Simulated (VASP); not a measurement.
# Al3GaN4 (P-43m) in VASP: further runs

The runs below take Al3GaN4 through vibrations by perturbation theory, with PBEsol.

Everything below comes from runs of VASP 6.6.1. Logs are shortened: lines on timing, memory, paths and dates and some standing lists are left out, and cuts for length are marked.

### Step 1. The cell of the first run

It takes space group P-43m (No. 215, cubic). Conventional cell: a = 4.436 Å, b = 4.436 Å, c = 4.436 Å, α = 90.00°, β = 90.00°, γ = 90.00°. Within 2.5 Å of Al (site symmetry -42m) lie 4 N at 1.91 Å. Ga (site symmetry -43m) has 4 N at 1.96 Å within 2.6 Å. Within 2.5 Å of N (site symmetry 3m) lie 3 Al at 1.91 Å and 1 Ga at 1.96 Å.

### Step 2. Vibrations by perturbation theory, PBEsol (10.91 Å³/atom)

Input file INCAR:

```
SYSTEM = Al3GaN4
PREC = Accurate
ENCUT = 520
EDIFF = 1E-8
ISMEAR = 0
SIGMA = 0.01
LREAL = .False.
LASPH = .True.
NELM = 60
ALGO = Normal
ISIF = 2
LWAVE = .False.
LCHARG = .False.
GGA = PS
NBANDS = 31
IBRION = 8
NSW = 1
LEPSILON = .True.
```

Input file KPOINTS:

```
Automatic mesh
0
Gamma
  6 6 6
  0 0 0
```

Input file POSCAR:

```
Al3GaN4
1.0
    4.4363707062      0.0000000000      0.0000000000
    0.0000000000      4.4363707062      0.0000000000
    0.0000000000      0.0000000000      4.4363707062
Al Ga N
3 1 4
Direct
    0.5000000000      0.5000000000      0.0000000000
    0.5000000000      0.0000000000      0.5000000000
    0.0000000000      0.5000000000      0.5000000000
    0.0000000000      0.0000000000      0.0000000000
    0.7447172247      0.7447172247      0.2552827753
    0.7447172247      0.2552827753      0.7447172247
    0.2552827753      0.7447172247      0.7447172247
    0.2552827753      0.2552827753      0.2552827753
```

Potentials or basis: VASP PAW PBE potentials, release 64 (Al, Ga_d, N).

The run is started by

```
cat potpaw_PBE.64/Al/POTCAR potpaw_PBE.64/Ga_d/POTCAR potpaw_PBE.64/N/POTCAR > POTCAR
mpirun -np 1 vasp_std > vasp.out
```

OUTCAR:

```text
SYSTEM = Al3GaN4
   PREC = Accurate
   ENCUT = 520
   EDIFF = 1E-8
   ISMEAR = 0
   LREAL = .False.
   LASPH = .True.
   NELM = 60
   ISIF = 2
   GGA = PS
   IBRION = 8
   NSW = 1
   LEPSILON = .True.

 ion  position               nearest neighbor table
   1  0.500  0.500  0.000-   5 1.91   6 1.91   7 1.91   8 1.91   3 3.14   4 3.14   2 3.14   2 3.14
                             3 3.14   2 3.14   4 3.14   2 3.14   3 3.14   4 3.14   3 3.14   4 3.14
   2  0.500  0.000  0.500-   5 1.91   6 1.91   7 1.91   8 1.91   3 3.14   4 3.14   1 3.14   1 3.14
                             4 3.14   1 3.14   3 3.14   1 3.14   3 3.14   4 3.14   4 3.14   3 3.14
   3  0.000  0.500  0.500-   5 1.91   6 1.91   7 1.91   8 1.91   2 3.14   4 3.14   1 3.14   1 3.14
                             4 3.14   2 3.14   4 3.14   4 3.14   1 3.14   2 3.14   1 3.14   2 3.14
   4  0.000  0.000  0.000-   5 1.96   6 1.96   7 1.96   8 1.96   2 3.14   3 3.14   1 3.14   2 3.14
                             3 3.14   1 3.14   3 3.14   3 3.14   1 3.14   2 3.14   2 3.14   1 3.14
   5  0.745  0.745  0.255-   2 1.91   3 1.91   1 1.91   4 1.96
   6  0.745  0.255  0.745-   2 1.91   3 1.91   1 1.91   4 1.96
   7  0.255  0.745  0.745-   2 1.91   3 1.91   1 1.91   4 1.96
   8  0.255  0.255  0.255-   2 1.91   3 1.91   1 1.91   4 1.96

  LATTYP: Found a simple cubic cell.
 ALAT       =     4.4363707062

  Lattice vectors:

 A1 = (   4.4363707062,   0.0000000000,   0.0000000000)
 A2 = (   0.0000000000,   4.4363707062,   0.0000000000)
 A3 = (   0.0000000000,   0.0000000000,   4.4363707062)

Analysis of symmetry for initial positions (statically):
=====================================================================
 Subroutine PRICEL returns:
 Original cell was already a primitive cell.

 Routine SETGRP: Setting up the symmetry group for a
[... 1013 lines left out ...]
               1X          1Y          1Z          2X          2Y          2Z          3X          3Y          3Z          4X          4Y          4Z          5X          5Y          5Z          6X          6Y          6Z          7X          7Y          7Z          8X          8Y          8Z
  1X   -19.219551    0.000000    0.000000   -3.055599    0.000000    0.000000    4.447984    0.000000    0.000000    4.550015    0.000000    0.000000    3.319288    1.932109    2.237077    3.319288   -1.932109   -2.237077    3.319288   -1.932109    2.237077    3.319288    1.932109   -2.237077
  1Y     0.000000  -19.219551    0.000000    0.000000    4.447984    0.000000    0.000000   -3.055599    0.000000    0.000000    4.550015    0.000000    1.932109    3.319288    2.237077   -1.932109    3.319288    2.237077   -1.932109    3.319288   -2.237077    1.932109    3.319288   -2.237077
  1Z     0.000000    0.000000  -20.152267    0.000000    0.000000    4.447628    0.000000    0.000000    4.447628    0.000000    0.000000   -3.350525    2.173948    2.173948    3.651884   -2.173948    2.173948    3.651884    2.173948   -2.173948    3.651884   -2.173948   -2.173948    3.651884
  2X    -3.055599    0.000000    0.000000  -19.219551    0.000000    0.000000    4.447984    0.000000    0.000000    4.550015    0.000000    0.000000    3.319288   -2.237077   -1.932109    3.319288    2.237077    1.932109    3.319288    2.237077   -1.932109    3.319288   -2.237077    1.932109
  2Y     0.000000    4.447628    0.000000    0.000000  -20.152267    0.000000    0.000000    4.447628    0.000000    0.000000   -3.350525    0.000000   -2.173948    3.651884    2.173948    2.173948    3.651884    2.173948    2.173948    3.651884   -2.173948   -2.173948    3.651884   -2.173948
  2Z     0.000000    0.000000    4.447984    0.000000    0.000000  -19.219551    0.000000    0.000000   -3.055599    0.000000    0.000000    4.550015   -1.932109    2.237077    3.319288    1.932109    2.237077    3.319288   -1.932109   -2.237077    3.319288    1.932109   -2.237077    3.319288
  3X     4.447628    0.000000    0.000000    4.447628    0.000000    0.000000  -20.152267    0.000000    0.000000   -3.350525    0.000000    0.000000    3.651884   -2.173948    2.173948    3.651884    2.173948   -2.173948    3.651884    2.173948    2.173948    3.651884   -2.173948   -2.173948
  3Y     0.000000   -3.055599    0.000000    0.000000    4.447984    0.000000    0.000000  -19.219551    0.000000    0.000000    4.550015    0.000000   -2.237077    3.319288   -1.932109    2.237077    3.319288   -1.932109    2.237077    3.319288    1.932109   -2.237077    3.319288    1.932109
  3Z     0.000000    0.000000    4.447984    0.000000    0.000000   -3.055599    0.000000    0.000000  -19.219551    0.000000    0.000000    4.550015    2.237077   -1.932109    3.319288   -2.237077   -1.932109    3.319288    2.237077    1.932109    3.319288   -2.237077    1.932109    3.319288
  4X     4.551104    0.000000    0.000000    4.551104    0.000000    0.000000   -3.359257   -0.000000    0.000000  -16.999328    0.000000    0.000000    2.814095    1.965637   -1.965637    2.814095   -1.965637    1.965637    2.814095   -1.965637   -1.965637    2.814095    1.965637    1.965637
  4Y     0.000000    4.551104    0.000000   -0.000000   -3.359257    0.000000    0.000000    4.551104    0.000000    0.000000  -16.999328   -0.000000    1.965637    2.814095   -1.965637   -1.965637    2.814095   -1.965637   -1.965637    2.814095    1.965637    1.965637    2.814095    1.965637
  4Z     0.000000    0.000000   -3.359257    0.000000    0.000000    4.551104    0.000000    0.000000    4.551104   -0.000000    0.000000  -16.999328   -1.965637   -1.965637    2.814095    1.965637   -1.965637    2.814095   -1.965637    1.965637    2.814095    1.965637    1.965637    2.814095
  5X     3.318892    1.930733    2.175903    3.318892   -2.175903   -1.930733    3.652880   -2.239359    2.239359    2.822578    1.973268   -1.973268  -18.000333    0.531023   -0.531023   -0.464104    0.037729   -0.037729    2.675598   -0.041252    0.016239    2.675598   -0.016239    0.041252
  5Y     1.930733    3.318892    2.175903   -2.239359    3.652880    2.239359   -2.175903    3.318892   -1.930733    1.973268    2.822578   -1.973268    0.531023  -18.000333   -0.531023   -0.041252    2.675598    0.016239    0.037729   -0.464104   -0.037729   -0.016239    2.675598    0.041252
  5Z     2.239359    2.239359    3.652880   -1.930733    2.175903    3.318892    2.175903   -1.930733    3.318892   -1.973268   -1.973268    2.822578   -0.531023   -0.531023  -18.000333    0.041252    0.016239    2.675598    0.016239    0.041252    2.675598   -0.037729   -0.037729   -0.464104
  6X     3.318892   -1.930733   -2.175903    3.318892    2.175903    1.930733    3.652880    2.239359   -2.239359    2.822578   -1.973268    1.973268   -0.464104   -0.037729    0.037729  -18.000333   -0.531023    0.531023    2.675598    0.016239   -0.041252    2.675598    0.041252   -0.016239
  6Y    -1.930733    3.318892    2.175903    2.239359    3.652880    2.239359    2.175903    3.318892   -1.930733   -1.973268    2.822578   -1.973268    0.041252    2.675598    0.016239   -0.531023  -18.000333   -0.531023    0.016239    2.675598    0.041252   -0.037729   -0.464104   -0.037729
  6Z    -2.239359    2.239359    3.652880    1.930733    2.175903    3.318892   -2.175903   -1.930733    3.318892    1.973268   -1.973268    2.822578   -0.041252    0.016239    2.675598    0.531023   -0.531023  -18.000333    0.037729   -0.037729   -0.464104   -0.016239    0.041252    2.675598
  7X     3.318892   -1.930733    2.175903    3.318892    2.175903   -1.930733    3.652880    2.239359    2.239359    2.822578   -1.973268   -1.973268    2.675598    0.041252    0.016239    2.675598    0.016239    0.041252  -18.000333   -0.531023   -0.531023   -0.464104   -0.037729   -0.037729
  7Y    -1.930733    3.318892   -2.175903    2.239359    3.652880   -2.239359    2.175903    3.318892    1.930733   -1.973268    2.822578    1.973268   -0.037729   -0.464104    0.037729    0.016239    2.675598   -0.041252   -0.531023  -18.000333    0.531023    0.041252    2.675598   -0.016239
  7Z     2.239359   -2.239359    3.652880   -1.930733   -2.175903    3.318892    2.175903    1.930733    3.318892   -1.973268    1.973268    2.822578    0.016239   -0.041252    2.675598   -0.037729    0.037729   -0.464104   -0.531023    0.531023  -18.000333    0.041252   -0.016239    2.675598
  8X     3.318892    1.930733   -2.175903    3.318892   -2.175903    1.930733    3.652880   -2.239359   -2.239359    2.822578    1.973268    1.973268    2.675598   -0.016239   -0.041252    2.675598   -0.041252   -0.016239   -0.464104    0.037729    0.037729  -18.000333    0.531023    0.531023
  8Y     1.930733    3.318892   -2.175903   -2.239359    3.652880   -2.239359   -2.175903    3.318892    1.930733    1.973268    2.822578    1.973268   -0.016239    2.675598   -0.041252    0.037729   -0.464104    0.037729   -0.041252    2.675598   -0.016239    0.531023  -18.000333    0.531023
  8Z    -2.239359   -2.239359    3.652880    1.930733   -2.175903    3.318892   -2.175903    1.930733    3.318892    1.973268    1.973268    2.822578    0.037729    0.037729   -0.464104   -0.016239   -0.041252    2.675598   -0.041252   -0.016239    2.675598    0.531023    0.531023  -18.000333

 Eigenvectors and eigenvalues of the dynamical matrix
 ----------------------------------------------------

   1 f  =   20.588777 THz   129.363104 2PiTHz  686.767693 cm-1    85.148304 meV
             X         Y         Z           dx          dy          dz
      2.218185  2.218185  0.000000     0.000000   -0.000000    0.000000
      2.218185  0.000000  2.218185    -0.000000   -0.000000   -0.000000
      0.000000  2.218185  2.218185    -0.000000   -0.000000    0.000000
      0.000000  0.000000  0.000000    -0.000000   -0.000000   -0.000000
      3.303842  3.303842  1.132529    -0.157812   -0.247164   -0.404976
      3.303842  1.132529  3.303842    -0.157812    0.247164    0.404976
      1.132529  3.303842  3.303842     0.157812   -0.247164    0.404976
      1.132529  1.132529  1.132529     0.157812    0.247164   -0.404976
[... 243 lines left out ...]
  24 f/i=    0.007526 THz     0.047288 2PiTHz    0.251042 cm-1     0.031125 meV
             X         Y         Z           dx          dy          dz
      2.218185  2.218185  0.000000    -0.159604    0.323783    0.011825
      2.218185  0.000000  2.218185    -0.159604    0.323490    0.011836
      0.000000  2.218185  2.218185    -0.159459    0.323783    0.011836
      0.000000  0.000000  0.000000    -0.256994    0.521357    0.019058
      3.303842  3.303842  1.132529    -0.114848    0.233141    0.008471
      3.303842  1.132529  3.303842    -0.115052    0.233245    0.008367
      1.132529  3.303842  3.303842    -0.115060    0.233252    0.008682
      1.132529  1.132529  1.132529    -0.114841    0.233148    0.008578

--------------------------------------------------------------------------------------------------------

 MACROSCOPIC STATIC DIELECTRIC TENSOR IONIC CONTRIBUTION
 ------------------------------------------------------
           4.158890    -0.000000     0.000000
          -0.000000     4.158890    -0.000000
           0.000000    -0.000000     4.158890
 ------------------------------------------------------

 ELASTIC MODULI CONTR FROM IONIC RELAXATION (kBar)
 Direction    XX          YY          ZZ          XY          YZ          ZX
 --------------------------------------------------------------------------------
 XX          -2.7569      1.3781      1.3781      0.0000     -0.0000     -0.0000
 YY           1.3781     -2.7569      1.3781      0.0000      0.0000     -0.0000
 ZZ           1.3781      1.3781     -2.7569     -0.0000      0.0000      0.0000
 XY           0.0000      0.0000     -0.0000   -348.8763     -0.0000      0.0000
 YZ          -0.0000      0.0000     -0.0000     -0.0000   -348.8763      0.0000
 ZX          -0.0000      0.0000      0.0000      0.0000      0.0000   -348.8763
 --------------------------------------------------------------------------------

 PIEZOELECTRIC TENSOR IONIC CONTR  for field in x, y, z        (C/m^2)
          XX          YY          ZZ          XY          YZ          ZX
  --------------------------------------------------------------------------------
  x    -0.00000    -0.00000     0.00000     0.00000     1.12413    -0.00000
  y     0.00000    -0.00000    -0.00000    -0.00000    -0.00000     1.12413
  z    -0.00000    -0.00000     0.00000     1.12413     0.00000     0.00000
```

Wall time 36 min (1 thread of Intel Xeon Platinum 8559C (Emerald Rapids), shared host); peak memory 0.6 GiB.

What came out:

* Electronic dielectric tensor (diagonal): 4.96
* Born charges (mean of the diagonal): Al +2.56; Ga +2.54; N -2.55 e
* Highest phonon frequency at Γ, LO-TO splitting left out: 687 cm⁻¹

Phonon frequencies in cm⁻¹ (negative: imaginary):
| q point | frequencies |
| --- | --- |
| (0.000, 0.000, 0.000) | 0 0 0 242 242 242 328 328 328 508 508 508 591 591 591 639 639 639 641 641 641 667 687 687 |

Electronic dielectric tensor:
```
4.96 0.00 0.00
0.00 4.96 0.00
0.00 0.00 4.96
```

Born effective charge tensors (e):
atom 1, Al
```
2.62 0.00 0.00
0.00 2.62 0.00
0.00 0.00 2.42
```
atom 2, Al
```
2.62 0.00 0.00
0.00 2.42 0.00
0.00 0.00 2.62
```
atom 3, Al
```
2.42 0.00 0.00
0.00 2.62 0.00
0.00 0.00 2.62
```
atom 4, Ga
```
2.54 0.00 0.00
0.00 2.54 0.00
0.00 0.00 2.54
```
atom 5, N
```
-2.55 -0.06  0.06
-0.06 -2.55  0.06
 0.06  0.06 -2.55
```
atom 6, N
```
-2.55  0.06 -0.06
 0.06 -2.55  0.06
-0.06  0.06 -2.55
```
atom 7, N
```
-2.55  0.06  0.06
 0.06 -2.55 -0.06
 0.06 -0.06 -2.55
```
atom 8, N
```
-2.55 -0.06 -0.06
-0.06 -2.55 -0.06
-0.06 -0.06 -2.55
```

Caveat: the cell stands under pressure or tension, which shifts response properties; the PAW data sets were made with another functional, which shifts forces and pressure a little.

(Part 1 of 2 ends here.)
